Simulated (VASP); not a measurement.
Write the native input for VASP 6.6.1 that does the following.

* Task: relaxation of the atoms
* Functional: PBEsol
* Potentials or basis: VASP PAW PBE potentials, release 64 (Si)
* Cutoff: 520 eV
* k mesh: 2 × 2 × 2
* Occupations: gaussian, width 0.05 eV
* Spin: no spin polarisation
* Dipole correction: no
* Further INCAR settings: LREAL = Auto; ALGO = Normal; EDIFF = 1e-06; IBRION = 2; EDIFFG = -0.03; NSW = 80

The structure of Si (a cell with a defect) lies in POSCAR:

```
Si
1.0
    0.0000000000      5.4300000000      5.4300000000
    5.4300000000      0.0000000000      5.4300000000
    5.4300000000      5.4300000000      0.0000000000
Si
17
Direct
    0.0000000000      0.0000000000      0.0000000000
    0.1250000000      0.1250000000      0.1250000000
    0.0000000000      0.0000000000      0.5000000000
    0.1250000000      0.1250000000      0.6250000000
    0.0000000000      0.5000000000      0.0000000000
    0.1250000000      0.6250000000      0.1250000000
    0.0000000000      0.5000000000      0.5000000000
    0.1250000000      0.6250000000      0.6250000000
    0.5000000000      0.0000000000      0.0000000000
    0.6250000000      0.1250000000      0.1250000000
    0.5000000000      0.0000000000      0.5000000000
    0.6250000000      0.1250000000      0.6250000000
    0.5000000000      0.5000000000      0.0000000000
    0.6250000000      0.6250000000      0.1250000000
    0.5000000000      0.5000000000      0.5000000000
    0.6250000000      0.6250000000      0.6250000000
    0.3861035200      0.3721535500      0.3637511300
```

One way to write it, as run:

INCAR

```
ALGO     = Normal         # electronic algorithm
EDIFF    = 1E-6           # SCF threshold, eV
EDIFFG   = -0.03          # ionic threshold
ENCUT    = 520            # plane-wave cutoff, eV
GGA      = PS             # functional
IBRION   = 2              # ionic algorithm
ISIF     = 2              # what is computed and relaxed
ISMEAR   = 0              # smearing method
LASPH    = True           # aspherical terms in the spheres
LCHARG   = False          # write CHGCAR
LREAL    = Auto         
LWAVE    = False          # write WAVECAR
NELM     = 100            # most SCF steps
NSW      = 80             # ionic steps
PREC     = Accurate       # precision mode
SIGMA    = 0.05           # smearing width, eV
```

KPOINTS

```
k-points
0
Gamma
  2 2 2
```

Potentials or basis: VASP PAW PBE potentials, release 64 (Si).

Launch:

```bash
$ cat potpaw_PBE.64/Si/POTCAR > POTCAR
$ mpirun -np 1 vasp_std > vasp.out
```

It gave:

The energy gained by relaxing is 9.0 meV/atom. The ionic steps are 7. The pressure after relaxing is 3.5 GPa and the largest force after relaxing is 0.028 eV/Å. The band gap on the k mesh is zero (bands 34 and 35 overlap by 0.25 eV).

Caveat: the k points lie up to 0.50 Å⁻¹ apart; the PAW data sets were made with another functional, which shifts forces and pressure a little.

Wall time 13 min on 1 thread of Intel(R) Xeon(R) Platinum 8259CL CPU @ 2.50GHz (Skylake/Cascade Lake), on a shared host, peak memory 0.53 GiB.
